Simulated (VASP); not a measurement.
# Zn (Im-3m) in VASP: further runs, part 2 of 2

VASP 6.6.1. Earlier steps stand in the parts before.

## Step 3: Relaxation of cell and atoms, LDA

This run uses another cell than the first one, of 15.45 Å³/atom, 1.150 times its volume.

INCAR reads:

```
ALGO = Normal ; EDIFF = 1E-6
EDIFFG = -0.01 ; ENCUT = 600
GGA = CA ; IBRION = 2
ISIF = 3 ; ISMEAR = -1
LASPH = T ; LCHARG = F
LREAL = F ; LWAVE = F
NELM = 100 ; NSW = 80
PREC = Accurate ; SIGMA = 0.05
```

KPOINTS reads:

```
k-points
0
Gamma
  8 8 8
```

POSCAR reads:

```
Zn
1.0
   -1.5690370000      1.5690370000      1.5690370000
    1.5690370000     -1.5690370000      1.5690370000
    1.5690370000      1.5690370000     -1.5690370000
Zn
1
Direct
    0.0000000000      0.0000000000      0.0000000000
```

Potentials or basis: VASP PAW LDA potentials, release 64 (Zn).

The run is started by

```console
$ cat potpaw_LDA.64/Zn/POTCAR > POTCAR
$ mpirun -np 1 vasp_std > vasp.out
```

OUTCAR:

```text
EDIFF = 1E-6
   EDIFFG = -0.01
   ENCUT = 600
   GGA = CA
   IBRION = 2
   ISIF = 3
   ISMEAR = -1
   LASPH = T
   LREAL = F
   NELM = 100
   NSW = 80
   PREC = Accurate

 ion  position               nearest neighbor table
   1  0.000  0.000  0.000-

  LATTYP: Found a body centered cubic cell.
 ALAT       =     3.1380740000

  Lattice vectors:

 A1 = (  -1.5690370000,   1.5690370000,   1.5690370000)
 A2 = (   1.5690370000,  -1.5690370000,   1.5690370000)
 A3 = (   1.5690370000,   1.5690370000,  -1.5690370000)

Analysis of symmetry for initial positions (statically):
=====================================================================
 Subroutine PRICEL returns:
 Original cell was already a primitive cell.

 Routine SETGRP: Setting up the symmetry group for a
 body centered cubic supercell.

 Subroutine GETGRP returns: Found 48 space group operations
 (whereof 48 operations were pure point group operations)
 out of a pool of 48 trial point group operations.

The static configuration has the point symmetry O_h .

Analysis of symmetry for dynamics (positions and initial velocities):
=====================================================================
 Subroutine PRICEL returns:
 Original cell was already a primitive cell.

 Routine SETGRP: Setting up the symmetry group for a
 body centered cubic supercell.

 Subroutine GETGRP returns: Found 48 space group operations
 (whereof 48 operations were pure point group operations)
 out of a pool of 48 trial point group operations.

The dynamic configuration has the point symmetry O_h .

 Subroutine INISYM returns: Found 48 space group operations
 (whereof 48 operations are pure point group operations),
 and found     1 'primitive' translations

----------------------------------------------------------------------------------------

                                     Primitive cell

  volume of cell :      15.4511

  direct lattice vectors                    reciprocal lattice vectors
    -1.569037000  1.569037000  1.569037000     0.000000000  0.318666800  0.318666800
     1.569037000 -1.569037000  1.569037000     0.318666800  0.000000000  0.318666800
     1.569037000  1.569037000 -1.569037000     0.318666800  0.318666800  0.000000000

  length of vectors
     2.717651803  2.717651803  2.717651803     0.450662911  0.450662911  0.450662911

  position of ions in fractional coordinates (direct lattice)
     0.000000000  0.000000000  0.000000000

  ion indices of the primitive-cell ions
   primitive index   ion index
                 1           1

----------------------------------------------------------------------------------------

 KPOINTS: k-points

Automatic generation of k-mesh.
 Grid dimensions read from file:
 generate k-points for:    8    8    8

 Generating k-lattice:

  Cartesian coordinates                     Fractional coordinates (reciprocal lattice)
     0.000000000  0.039833350  0.039833350     0.125000000  0.000000000  0.000000000
     0.039833350  0.000000000  0.039833350     0.000000000  0.125000000  0.000000000
     0.039833350  0.039833350  0.000000000     0.000000000  0.000000000  0.125000000

  Length of vectors
     0.056332864  0.056332864  0.056332864

  Shift w.r.t. Gamma in fractional coordinates (k-lattice)
[... 37 lines left out ...]
   dimension x,y,z NGX =    24 NGY =   24 NGZ =   24
   dimension x,y,z NGXF=    48 NGYF=   48 NGZF=   48
   ions per type =               1
   NGX,Y,Z   is equivalent  to a cutoff of  14.68, 14.68, 14.68 a.u.
   NGXF,Y,Z  is equivalent  to a cutoff of  29.36, 29.36, 29.36 a.u.
 SYSTEM =  unknown system
   PREC   = accura    normal or accurate (medium, high low for compatibility)
   ISTART =      0    job   : 0-new  1-cont  2-samecut
   ICHARG =      2    charge: 1-file 2-atom 10-const
   ISPIN  =      1    spin polarized calculation?
   LNONCOLLINEAR =      F non collinear calculations
   LSORBIT =      F    spin-orbit coupling
   LASPH  =      T    aspherical Exc in radial PAW
   ENCUT  =  600.0 eV  44.10 Ry    6.64 a.u.   5.43  5.43  5.43*2*pi/ulx,y,z
   NELM   =    100;   NELMIN=  2; NELMDL= -5     # of ELM steps
   EDIFF  = 0.1E-05   stopping-criterion for ELM
   LREAL  =      F    real-space projection
   EDIFFG = -.1E-01   stopping-criterion for IOM
   NSW    =     80    number of steps for IOM
   IBRION =      2    ionic relax: 0-MD 1-quasi-New 2-CG
   NFREE  =      1    steps in history (QN), initial steepest desc. (CG)
   ISIF   =      3    stress and relaxation
   ISYM   =      2    0-nonsym 1-usesym 2-fastsym
   POTIM  = 0.5000    time-step for ionic-motion
   TEBEG  =    0.0;   TEEND  =   0.0 temperature during run
   PSTRESS=    0.0 pullay stress
   NELECT =      12.0000    total number of electrons
   NUPDOWN=      -1.0000    fix difference up-down
   EMIN   =  10.00;   EMAX   =-10.00  energy-range for DOS
   EFERMI =   0.00;   METHOD = LEGACY
   ISMEAR =    -1;   SIGMA  =   0.05  broadening in eV -4-tet -1-fermi 0-gaus
   EFERMI_NEDOS =   21; number of points for ismear=-14 and -15
   IALGO  =     38    algorithm
   IMIX   =      4    mixing-type and parameters
     AMIX     =   0.40;   BMIX     =  1.00
     AMIX_MAG =   1.60;   BMIX_MAG =  1.00
  volume/ion in A,a.u.               =      15.45       104.27
  Fermi-wavevector in a.u.,A,eV,Ry     =   1.504811  2.843681 30.809811  2.264457
  Thomas-Fermi vector in A             =   2.615742
   LORBIT       =      0    0 simple, 1 ext, 2 COOP (PROOUT), +10 PAW based schemes
   GGA     = CA    functional components
   LHFCALC =     F    Hartree Fock is set to
   AEXX    =    0.0000 exact exchange contribution
   IVDW    =     0    specifies the selected vdW correction
   LEPSILON=     F    determine dielectric tensor
   LRPA    =     F    only Hartree local field effects (RPA)
 conjugate gradient relaxation of ions
 non-spin polarized calculation
  energy-cutoff  :      600.00
  volume of cell :       15.45
 maximum number of plane-waves:       532
 NGX is ok and might be reduce to    24
   NGX = 11   NGY = 11   NGZ = 11

--------------------------------------- Ionic step        1  -------------------------------------------

 number of electron      11.9999995 magnetization

 Free energy of the ion-electron system (eV)
  ---------------------------------------------------
  ext. energy  EPLUGINS =         0.00000000
  ---------------------------------------------------
  free energy    TOTEN  =        -1.71521219 eV

  energy without entropy =       -1.71240178  energy(sigma->0) =       -1.71380698

------------------------ aborting loop because EDIFF is reached ----------------------------------------

  FORCE on cell =-STRESS in cart. coord.  units (eV):
  Direction    XX          YY          ZZ          XY          YZ          ZX
  --------------------------------------------------------------------------------------
  -------------------------------------------------------------------------------------
  Total       -0.8489365     -0.8489365     -0.8489365      0.0000000     -0.0000000      0.0000000
  in kB      -88.0290959    -88.0290959    -88.0290959      0.0000000     -0.0000000      0.0000000
  external PRESSURE =     -88.0290959 kB  Pullay stress =       0.0000000 kB
[... 92 lines left out ...]
--------------------------------------- Ionic step        4  -------------------------------------------

 number of electron      12.0000001 magnetization

 Free energy of the ion-electron system (eV)
  ---------------------------------------------------
  ext. energy  EPLUGINS =         0.00000000
  ---------------------------------------------------
  free energy    TOTEN  =        -1.77593192 eV

  energy without entropy =       -1.77402160  energy(sigma->0) =       -1.77497676

 E-fermi :   3.7239     XC(G=0): -12.5327

 val. band max:        3.5294155237   @ k =   0.5000   0.5000   0.2500
 cond. band min:       3.7363411533   @ k =   0.3750   0.1250   0.1250
 fundamental gap:      0.2069256296
 Fermi energy:         3.7238688771

 k-point     1 :       0.0000    0.0000    0.0000
  band No.  band energies     occupation
      1      -7.5833      2.00000
      2      -4.3960      2.00000
      3      -4.3960      2.00000
      4      -4.3960      2.00000
      5      -3.7608      2.00000
      6      -3.7608      2.00000
      7      24.8709      0.00000
      8      24.8709      0.00000
      9      24.8709      0.00000
     10      25.8781      0.00000
[... 287 lines left out ...]
 k-point    24 :      -0.3750    0.3750    0.2500
  band No.  band energies     occupation
      1      -4.7451      2.00000
      2      -4.5875      2.00000
      3      -4.1473      2.00000
      4      -3.9556      2.00000
      5      -3.5763      2.00000
      6       0.1963      2.00000
      7       8.7304      0.00000
      8      11.6255      0.00000
      9      14.7216      0.00000
     10      17.6198      0.00000

 [... further k-points ...]
[... 5 lines left out ...]
  --------------------------------------------------------------------------------------
  -------------------------------------------------------------------------------------
  Total        0.0035493      0.0035493      0.0035493     -0.0000000      0.0000000     -0.0000000
  in kB        0.4197651      0.4197651      0.4197651     -0.0000000      0.0000000     -0.0000000
  external PRESSURE =       0.4197651 kB  Pullay stress =       0.0000000 kB
[... 16 lines left out ...]
  FREE ENERGIE OF THE ION-ELECTRON SYSTEM (eV)
  ---------------------------------------------------
  free  energy   TOTEN  =        -1.7759319207 eV

  energy  without entropy=       -1.7740215977  energy(sigma->0) =       -1.77497676

 reached required accuracy - stopping structural energy minimisation
```

OSZICAR:

```text
N       E                     dE             d eps       ncg     rms          rms(c)
DAV:   1     0.352803775194E+02    0.35280E+02   -0.74444E+03   596   0.212E+03
DAV:   2    -0.119782393996E+01   -0.36478E+02   -0.35142E+02   582   0.212E+02
DAV:   3    -0.183161110453E+01   -0.63379E+00   -0.63321E+00   668   0.303E+01
[... 26 lines left out ...]
DAV:   1    -0.177729846702E+01   -0.14055E-02   -0.16958E-02   628   0.289E+00    0.260E-01
DAV:   2    -0.177609673882E+01    0.12017E-02   -0.58485E-03   634   0.178E+00    0.851E-02
DAV:   3    -0.177598060356E+01    0.11614E-03   -0.62411E-05   618   0.156E-01    0.462E-02
DAV:   4    -0.177593182227E+01    0.48781E-04   -0.16376E-05   772   0.692E-02    0.150E-03
DAV:   5    -0.177593192073E+01   -0.98460E-07   -0.53477E-07   358   0.800E-03
   4 F= -.17759319E+01 E0= -.17749768E+01  d E =-.607197E-01
```

It took 4.4 s on 1 thread of Intel Xeon 6975P-C (Granite Rapids), shared host; peak memory 0.13 GiB.

What came out:

```yaml
Free_energy: -1.7759 eV
Relaxed_volume: 13.55 Å³/atom
Relaxed_cell: a = 2.601 Å, b = 2.601 Å, c = 2.601 Å, α = 109.47°, β = 109.47°, γ = 109.47°
Space_group_after_relaxing_to_0.05_Å: Im-3m (No. 229)
Energy_gained_by_relaxing: 60.7 meV/atom
Ionic_steps: 4
Pressure_after_relaxing: 0.0 GPa
Band_gap_on_the_k_mesh: zero (band 6 reaches 8.23 eV, above the bottom of band 7 at 3.07 eV)
```

The path:
```
step  energy change (eV)  largest force (eV/Å)  pressure (GPa)  volume (Å³)
   1              0.0000                0.0000           -8.80        15.45
   2             -0.0606                0.0000           -0.81        13.63
   3             -0.0607                0.0000            0.31        13.51
   4             -0.0607                0.0000            0.04        13.55
```

Final structure:
```yaml
crystal:
  lattice:
    - [-1.50175, 1.50175, 1.50175]
    - [1.50175, -1.50175, 1.50175]
    - [1.50175, 1.50175, -1.50175]
  atoms:
    - { symbol: Zn, position: [0.00000, 0.00000, 0.00000] }
```

## Step 4: Relaxation of cell and atoms, LDA, target pressure 20 GPa, at which the enthalpy is minimised

This run uses another cell than the first one, of 15.45 Å³/atom, 1.150 times its volume.

INCAR reads:

```
PREC = Accurate
ENCUT = 600
EDIFF = 1E-6
ISMEAR = -1
SIGMA = 0.05
LREAL = F
LASPH = T
NELM = 60
ALGO = Normal
ISIF = 3
LWAVE = F
LCHARG = F
IBRION = 2
NSW = 80
EDIFFG = -0.01
PSTRESS = 200.0
```

KPOINTS reads:

```
Automatic mesh
0
Gamma
  8 8 8
```

POSCAR is that of step 3.

The run is started by

```console
$ cat potpaw_LDA.64/Zn/POTCAR > POTCAR
$ mpirun -np 1 vasp_std > vasp.out
```

Run time: 5.2 s. Hardware: 1 thread of Intel Xeon 6975P-C (Granite Rapids), shared host; peak memory 0.13 GiB.

Results (log left out):

- Free energy: -1.6826 eV
- Relaxed volume: 11.84 Å³/atom
- Relaxed cell: a = 2.487 Å, b = 2.487 Å, c = 2.487 Å, α = 109.47°, β = 109.47°, γ = 109.47°
- Space group after relaxing (to 0.05 Å): Im-3m (No. 229)
- Energy change on relaxing (the enthalpy is what falls): +32.6 meV/atom
- Ionic steps: 4
- Pressure after relaxing: 20.1 GPa
- Band gap on the k mesh: zero (band 6 reaches 9.69 eV, above the bottom of band 7 at 4.60 eV)

The path:
```tsv
step	energy change (eV)	largest force (eV/Å)	pressure (GPa)	volume (Å³)
1	0.0000	0.0000	-8.80	15.45
2	0.4894	0.0000	67.50	10.03
3	0.0247	0.0000	19.06	11.91
4	0.0326	0.0000	20.07	11.84
```

Final structure:
```
Zn
1.0
    -1.43584    1.43584    1.43584
     1.43584   -1.43584    1.43584
     1.43584    1.43584   -1.43584
Zn
1
Cartesian
  0.0000 0.0000 0.0000
```

Levels at points of the mesh, in eV from the Fermi level:
```tsv
k point	band 4	band 5	band 6	band 7	band 8	band 9
(0.00, 0.00, 0.00)	-8.94	-8.14	-8.14	23.06	23.46	23.46
(0.50, 0.00, 0.00)	-8.08	-7.61	-4.01	-0.64	13.38	14.37
(0.50, 0.50, 0.50)	-7.73	-7.73	4.45	4.45	4.45	9.63
```

Caveat: the cell is relaxed towards a set pressure, so the enthalpy falls and the energy may rise; the volume moved by over 15 % at a fixed basis, so the end points are rough.

## Step 5: Overview

| task | cell | cutoff (eV) | gap on the mesh (eV) | pressure (GPa) |
| --- | --- | --- | --- | --- |
| single point | a = 2.594 Å, angles 109.5°, 1 atom | 520 | none | 1.0 |
| relaxation of cell and atoms | relaxed from a = 2.718 Å, angles 109.5°, 1 atom | 600 | none | 0.0 |
| relaxation of cell and atoms | relaxed to 20 GPa from a = 2.718 Å, angles 109.5°, 1 atom | 600 | none | 20.1 |

Alike in all rows: level LDA; potentials or basis VASP PAW LDA potentials, release 64 (Zn); no spin polarisation; k mesh 8 × 8 × 8; smearing fermi-dirac 0.05 eV.

Caveats: some runs use coarse meshes; the cell is relaxed towards a set pressure, so the enthalpy falls and the energy may rise (some runs); the volume moved by over 15 % at a fixed basis, so the end points are rough (some runs).

Total energies depend on the potentials used, so only differences within one code and one set of settings carry meaning.
